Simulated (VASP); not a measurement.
# Zr (P6_3/mmc) in VASP: further runs

Zr is run at these levels: PBE; tasks: relaxation of shape and atoms at fixed volume.

Everything below comes from runs of VASP 6.6.1. Logs are shortened: lines on timing, memory, paths and dates and some standing lists are left out, and cuts for length are marked.

### Step 1. The cell of the first run

Symmetry: P6_3/mmc, No. 194, hexagonal system. The conventional cell has a = 3.264 Å, b = 3.264 Å, c = 5.223 Å, α = 90.00°, β = 90.00°, γ = 120.00°. Within 4.2 Å of Zr (site symmetry -6m2) lie 12 Zr at 3.22 to 3.26 Å.

### Step 2. Relaxation of shape and atoms at fixed volume, PBE (volume scaled by 1.03)

INCAR reads:

```
  PREC = Accurate
  ENCUT = 500
  EDIFF = 1E-7
  ISMEAR = 0
  SIGMA = 0.1
  LREAL = False
  LASPH = True
  NELM = 120
  ALGO = Normal
  ISIF = 4
  LWAVE = False
  LCHARG = False
  GGA = PE
  IBRION = 2
  NSW = 50
  EDIFFG = -0.01
  GGA_COMPAT = False
  NELMIN = 4
```

KPOINTS reads:

```
Automatic mesh
0
Gamma
  21 21 12
```

POSCAR reads:

```
Zr
1.0
    3.2638313111      0.0000000000      0.0000000000
   -1.6319156555      2.8265608291      0.0000000000
    0.0000000000      0.0000000000      5.2227474468
Zr
2
Direct
    0.3333333333      0.6666666667      0.2500000000
    0.6666666667      0.3333333333      0.7500000000
```

Potentials or basis: VASP PAW PBE potentials, release 64 (Zr_sv).

The run is started by

```
cat potpaw_PBE.64/Zr_sv/POTCAR > POTCAR
mpirun -np 1 vasp_std > vasp.out
```

OUTCAR:

```text
PREC = Accurate
   ENCUT = 500
   EDIFF = 1E-7
   ISMEAR = 0
   LREAL = False
   LASPH = True
   NELM = 120
   ISIF = 4
   GGA = PE
   IBRION = 2
   NSW = 50
   EDIFFG = -0.01
   NELMIN = 4

 ion  position               nearest neighbor table
   1  0.333  0.667  0.250-   2 3.22   2 3.22   2 3.22   2 3.22   2 3.22   2 3.22
   2  0.667  0.333  0.750-   1 3.22   1 3.22   1 3.22   1 3.22   1 3.22   1 3.22

  LATTYP: Found a hexagonal cell.
 ALAT       =     3.2638313111
 C/A-ratio  =     1.6001891486

  Lattice vectors:

 A1 = (   3.2638313111,   0.0000000000,   0.0000000000)
 A2 = (  -1.6319156555,   2.8265608291,   0.0000000000)
 A3 = (   0.0000000000,   0.0000000000,   5.2227474468)

Analysis of symmetry for initial positions (statically):
=====================================================================
 Subroutine PRICEL returns:
 Original cell was already a primitive cell.

 Routine SETGRP: Setting up the symmetry group for a
 hexagonal supercell.

 Subroutine GETGRP returns: Found 24 space group operations
 (whereof 12 operations were pure point group operations)
 out of a pool of 24 trial point group operations.

The static configuration has the point symmetry D_3d.
 The point group associated with its full space group is D_6h.

Analysis of symmetry for dynamics (positions and initial velocities):
=====================================================================
 Subroutine PRICEL returns:
 Original cell was already a primitive cell.

 Routine SETGRP: Setting up the symmetry group for a
 hexagonal supercell.

 Subroutine GETGRP returns: Found 24 space group operations
 (whereof 12 operations were pure point group operations)
 out of a pool of 24 trial point group operations.

The dynamic configuration has the point symmetry D_3d.
 The point group associated with its full space group is D_6h.

 Subroutine INISYM returns: Found 24 space group operations
 (whereof 12 operations are pure point group operations),
 and found     1 'primitive' translations

----------------------------------------------------------------------------------------

                                     Primitive cell

  volume of cell :      48.1820

  direct lattice vectors                    reciprocal lattice vectors
     3.263831311  0.000000000  0.000000000     0.306388384  0.176893416  0.000000000
    -1.631915656  2.826560829  0.000000000     0.000000000  0.353786832  0.000000000
     0.000000000  0.000000000  5.222747447     0.000000000  0.000000000  0.191470105

  length of vectors
     3.263831311  3.263831311  5.222747447     0.353786832  0.353786832  0.191470105

  position of ions in fractional coordinates (direct lattice)
     0.333333333  0.666666667  0.250000000
     0.666666667  0.333333333  0.750000000

  ion indices of the primitive-cell ions
   primitive index   ion index
                 1           1
                 2           2

----------------------------------------------------------------------------------------

 KPOINTS: Automatic mesh

Automatic generation of k-mesh.
 Grid dimensions read from file:
 generate k-points for:   21   21   12

 Generating k-lattice:

  Cartesian coordinates                     Fractional coordinates (reciprocal lattice)
     0.014589923  0.008423496  0.000000000     0.047619048  0.000000000  0.000000000
     0.000000000  0.016846992  0.000000000     0.000000000  0.047619048  0.000000000
     0.000000000  0.000000000  0.015955842     0.000000000  0.000000000  0.083333333

  Length of vectors
     0.016846992  0.016846992  0.015955842

  Shift w.r.t. Gamma in fractional coordinates (k-lattice)
     0.000000000  0.000000000  0.000000000

 Subroutine IBZKPT returns following result:
 ===========================================

 Found    336 irreducible k-points:

 Following reciprocal coordinates:
            Coordinates               Weight
  0.000000  0.000000  0.000000      1.000000
  0.047619 -0.000000  0.000000      6.000000
  0.095238 -0.000000  0.000000      6.000000
  0.142857  0.000000  0.000000      6.000000
  0.190476 -0.000000  0.000000      6.000000
  0.238095 -0.000000  0.000000      6.000000
[... 16 lines left out ...]
  0.142857  0.095238  0.000000     12.000000
  0.190476  0.095238  0.000000     12.000000
 [... further k-points ...]
   k-points           NKPTS =    336   k-points in BZ     NKDIM =    336   number of bands    NBANDS=     16
   number of dos      NEDOS =    301   number of ions     NIONS =      2
   total plane-waves  NPLWV =  23040
   dimension x,y,z NGX =    24 NGY =   24 NGZ =   40
   dimension x,y,z NGXF=    48 NGYF=   48 NGZF=   80
   ions per type =               2
   NGX,Y,Z   is equivalent  to a cutoff of  12.22, 12.22, 12.73 a.u.
   NGXF,Y,Z  is equivalent  to a cutoff of  24.45, 24.45, 25.46 a.u.
 SYSTEM =  unknown system
   PREC   = accura    normal or accurate (medium, high low for compatibility)
   ISTART =      0    job   : 0-new  1-cont  2-samecut
   ICHARG =      2    charge: 1-file 2-atom 10-const
   ISPIN  =      1    spin polarized calculation?
   LNONCOLLINEAR =      F non collinear calculations
   LSORBIT =      F    spin-orbit coupling
   LASPH  =      T    aspherical Exc in radial PAW
   ENCUT  =  500.0 eV  36.75 Ry    6.06 a.u.   5.95  5.95  9.52*2*pi/ulx,y,z
   NELM   =    120;   NELMIN=  4; NELMDL= -5     # of ELM steps
   EDIFF  = 0.1E-06   stopping-criterion for ELM
   LREAL  =      F    real-space projection
   EDIFFG = -.1E-01   stopping-criterion for IOM
   NSW    =     50    number of steps for IOM
   IBRION =      2    ionic relax: 0-MD 1-quasi-New 2-CG
   NFREE  =      1    steps in history (QN), initial steepest desc. (CG)
   ISIF   =      4    stress and relaxation
   ISYM   =      2    0-nonsym 1-usesym 2-fastsym
   POTIM  = 0.5000    time-step for ionic-motion
   TEBEG  =    0.0;   TEEND  =   0.0 temperature during run
   PSTRESS=    0.0 pullay stress
   NELECT =      24.0000    total number of electrons
   NUPDOWN=      -1.0000    fix difference up-down
   EMIN   =  10.00;   EMAX   =-10.00  energy-range for DOS
   EFERMI =   0.00;   METHOD = LEGACY
   ISMEAR =     0;   SIGMA  =   0.10  broadening in eV -4-tet -1-fermi 0-gaus
   EFERMI_NEDOS =   21; number of points for ismear=-14 and -15
   IALGO  =     38    algorithm
   IMIX   =      4    mixing-type and parameters
     AMIX     =   0.40;   BMIX     =  1.00
     AMIX_MAG =   1.60;   BMIX_MAG =  1.00
  volume/ion in A,a.u.               =      24.09       162.57
  Fermi-wavevector in a.u.,A,eV,Ry     =   1.297728  2.452350 22.913531  1.684097
  Thomas-Fermi vector in A             =   2.429102
   LORBIT       =      0    0 simple, 1 ext, 2 COOP (PROOUT), +10 PAW based schemes
   GGA     = PE    functional components
   LHFCALC =     F    Hartree Fock is set to
   AEXX    =    0.0000 exact exchange contribution
   IVDW    =     0    specifies the selected vdW correction
   LEPSILON=     F    determine dielectric tensor
   LRPA    =     F    only Hartree local field effects (RPA)
 conjugate gradient relaxation of ions
 non-spin polarized calculation
 Gauss-broadening in eV      SIGMA  =   0.10
  energy-cutoff  :      500.00
  volume of cell :       48.18
 maximum number of plane-waves:      1254
 NGX is ok and might be reduce to    24
   NGX = 11   NGY = 11   NGZ = 19

--------------------------------------- Ionic step        1  -------------------------------------------

 number of electron      24.0000001 magnetization

 Free energy of the ion-electron system (eV)
  ---------------------------------------------------
  ext. energy  EPLUGINS =         0.00000000
  ---------------------------------------------------
  free energy    TOTEN  =       -17.03529814 eV

  energy without entropy =      -17.02606107  energy(sigma->0) =      -17.03067961

------------------------ aborting loop because EDIFF is reached ----------------------------------------

  FORCE on cell =-STRESS in cart. coord.  units (eV):
  Direction    XX          YY          ZZ          XY          YZ          ZX
  --------------------------------------------------------------------------------------
  -------------------------------------------------------------------------------------
  Total       -0.7711501     -0.7711501     -0.8216009     -0.0000000     -0.0000000      0.0000000
  in kB      -25.6427405    -25.6427405    -27.3203608     -0.0000000     -0.0000000      0.0000000
  external PRESSURE =     -26.2019473 kB  Pullay stress =       0.0000000 kB

 VOLUME and BASIS-vectors are now :
 -----------------------------------------------------------------------------
  energy-cutoff  :      500.00
  volume of cell :       48.18
      direct lattice vectors                 reciprocal lattice vectors
     3.263831311  0.000000000  0.000000000     0.306388384  0.176893416  0.000000000
    -1.631915656  2.826560829  0.000000000     0.000000000  0.353786832  0.000000000
     0.000000000  0.000000000  5.222747447     0.000000000  0.000000000  0.191470105

 POSITION                                       TOTAL-FORCE (eV/Angst)
 -----------------------------------------------------------------------------------
     -0.00000      1.88437      1.30569        -0.000000      0.000000      0.000000
      1.63192      0.94219      3.91706         0.000000     -0.000000      0.000000
 -----------------------------------------------------------------------------------
    total drift:                               -0.000000      0.000000     -0.000000

  FREE ENERGIE OF THE ION-ELECTRON SYSTEM (eV)
  ---------------------------------------------------
  free  energy   TOTEN  =       -17.0352981365 eV

  energy  without entropy=      -17.0260610737  energy(sigma->0) =      -17.03067961

--------------------------------------- Ionic step        2  -------------------------------------------

 number of electron      24.0000001 magnetization

 Free energy of the ion-electron system (eV)
  ---------------------------------------------------
  ext. energy  EPLUGINS =         0.00000000
  ---------------------------------------------------
  free energy    TOTEN  =       -17.03532602 eV

  energy without entropy =      -17.02609788  energy(sigma->0) =      -17.03071195

 E-fermi :   8.6291     XC(G=0): -10.9279

 val. band max:        8.6188919923   @ k =   0.3333   0.3333   0.3333
 cond. band min:       8.6326427767   @ k =   0.2381   0.1905   0.5000
 fundamental gap:      0.0137507844
 Fermi energy:         8.6290779300

 k-point     1 :       0.0000    0.0000    0.0000
  band No.  band energies     occupation
      1     -40.2891      2.00000
      2     -40.1572      2.00000
      3     -18.7507      2.00000
      4     -17.9681      2.00000
      5     -17.9681      2.00000
      6     -17.8562      2.00000
[... 8 lines left out ...]
     15      10.1330      0.00000
     16      10.1330      0.00000

 k-point     2 :       0.0476   -0.0000    0.0000
  band No.  band energies     occupation
      1     -40.2869      2.00000
      2     -40.1562      2.00000
      3     -18.7445      2.00000
      4     -17.9820      2.00000
      5     -17.9727      2.00000
      6     -17.8588      2.00000
[... 8 lines left out ...]
     15      10.0776      0.00000
     16      10.1863      0.00000

 k-point     3 :       0.0952   -0.0000    0.0000
  band No.  band energies     occupation
      1     -40.2802      2.00000
      2     -40.1535      2.00000
      3     -18.7261      2.00000
      4     -18.0226      2.00000
      5     -17.9859      2.00000
      6     -17.8994      2.00000
[... 8 lines left out ...]
     15      10.0157      0.00000
     16      10.3444      0.00000
[... 362 lines left out ...]
 k-point    23 :       0.1429    0.0952    0.0000
  band No.  band energies     occupation
      1     -40.2504      2.00000
      2     -40.1421      2.00000
      3     -18.6398      2.00000
      4     -18.1775      2.00000
      5     -18.1180      2.00000
      6     -18.0059      2.00000
[... 8 lines left out ...]
     15      10.3125      0.00000
     16      10.4941      0.00000

 k-point    24 :       0.1905    0.0952    0.0000
  band No.  band energies     occupation
      1     -40.2350      2.00000
      2     -40.1371      2.00000
      3     -18.5928      2.00000
      4     -18.2599      2.00000
      5     -18.1866      2.00000
      6     -18.0467      2.00000
[... 8 lines left out ...]
     15      10.1418      0.00000
     16      10.7878      0.00000

 [... further k-points ...]

------------------------ aborting loop because EDIFF is reached ----------------------------------------

  FORCE on cell =-STRESS in cart. coord.  units (eV):
  Direction    XX          YY          ZZ          XY          YZ          ZX
  --------------------------------------------------------------------------------------
  -------------------------------------------------------------------------------------
  Total       -0.7818181     -0.7818181     -0.8000198     -0.0000000      0.0000000     -0.0000000
  in kB      -25.9974807    -25.9974807    -26.6027329     -0.0000000      0.0000000     -0.0000000
  external PRESSURE =     -26.1992314 kB  Pullay stress =       0.0000000 kB

 VOLUME and BASIS-vectors are now :
 -----------------------------------------------------------------------------
  energy-cutoff  :      500.00
  volume of cell :       48.18
      direct lattice vectors                 reciprocal lattice vectors
     3.265155811 -0.000000000  0.000000000     0.306264098  0.176821660  0.000000000
    -1.632577906  2.827707880  0.000000000     0.000000000  0.353643319  0.000000000
     0.000000000 -0.000000000  5.218511124    -0.000000000 -0.000000000  0.191625538

 POSITION                                       TOTAL-FORCE (eV/Angst)
 -----------------------------------------------------------------------------------
     -0.00000      1.88514      1.30463         0.000000     -0.000000      0.000000
      1.63258      0.94257      3.91388        -0.000000      0.000000      0.000000
 -----------------------------------------------------------------------------------
    total drift:                               -0.000000      0.000000     -0.000000

  FREE ENERGIE OF THE ION-ELECTRON SYSTEM (eV)
  ---------------------------------------------------
  free  energy   TOTEN  =       -17.0353260182 eV

  energy  without entropy=      -17.0260978815  energy(sigma->0) =      -17.03071195

 reached required accuracy - stopping structural energy minimisation
```

Wall time 5.5 min (1 thread of Intel Xeon 8259CL, shared host); peak memory 0.33 GiB.

What came out:

- Free energy: -17.0353 eV
- Energy gained by relaxing: 0.0 meV/atom
- Ionic steps: 2
- Pressure after relaxing: -2.6 GPa
- Band gap on the k mesh: zero (band 12 reaches 9.52 eV, above the bottom of band 13 at 8.32 eV)

Final structure:
```
Zr
1.0
     3.26516    0.00000    0.00000
    -1.63258    2.82771    0.00000
     0.00000    0.00000    5.21851
Zr
2
Direct
  0.33333 0.66667 0.25000
  0.66667 0.33333 0.75000
```

### Step 3. Relaxation of shape and atoms at fixed volume, PBE (volume scaled by 1.06)

INCAR reads:

```
PREC = Accurate
ENCUT = 500
EDIFF = 1E-7
ISMEAR = 0
SIGMA = 0.1
LREAL = False
LASPH = True
NELM = 120
ALGO = Normal
ISIF = 4
LWAVE = False
LCHARG = False
GGA = PE
IBRION = 2
NSW = 50
EDIFFG = -0.01
GGA_COMPAT = False
NELMIN = 4
```

KPOINTS is that of step 2.

POSCAR reads:

```
Zr
1.0
    3.2972016694      0.0000000000      0.0000000000
   -1.6486008347      2.8554604071      0.0000000000
    0.0000000000      0.0000000000      5.2666208333
Zr
2
Direct
    0.3333333333      0.6666666667      0.2500000000
    0.6666666667      0.3333333333      0.7500000000
```

Potentials or basis: VASP PAW PBE potentials, release 64 (Zr_sv).

The run is started by

```
cat potpaw_PBE.64/Zr_sv/POTCAR > POTCAR
mpirun -np 1 vasp_std > vasp.out
```

It took 6.1 min on 1 thread of Intel Xeon 8259CL, shared host; peak memory 0.33 GiB.

It converged, with:

```
Free energy               : -17.0025 eV
Energy gained by relaxing : 0.0 meV/atom
Ionic steps               : 2
Pressure after relaxing   : -4.9 GPa
Band gap on the k mesh    : zero (band 12 reaches 9.16 eV, above the bottom of band 13 at 8.00 eV)
```

Final structure:
```
Zr
1.0
     3.29861    0.00000    0.00000
    -1.64930    2.85668    0.00000
     0.00000    0.00000    5.26213
Zr
2
Direct
  0.33333 0.66667 0.25000
  0.66667 0.33333 0.75000
```

Levels at points of the mesh, in eV from the Fermi level:
| k point | band 9 | band 10 | band 11 | band 12 | band 13 | band 14 | band 15 | band 16 |
| --- | --- | --- | --- | --- | --- | --- | --- | --- |
| (0.00, 0.00, 0.00) | -5.55 | -2.88 | 0.84 | 0.84 | 0.93 | 0.96 | 1.47 | 1.47 |
| (0.00, 0.00, 0.50) | -3.92 | -3.92 | 0.03 | 0.03 | 0.75 | 0.75 | 0.75 | 0.75 |
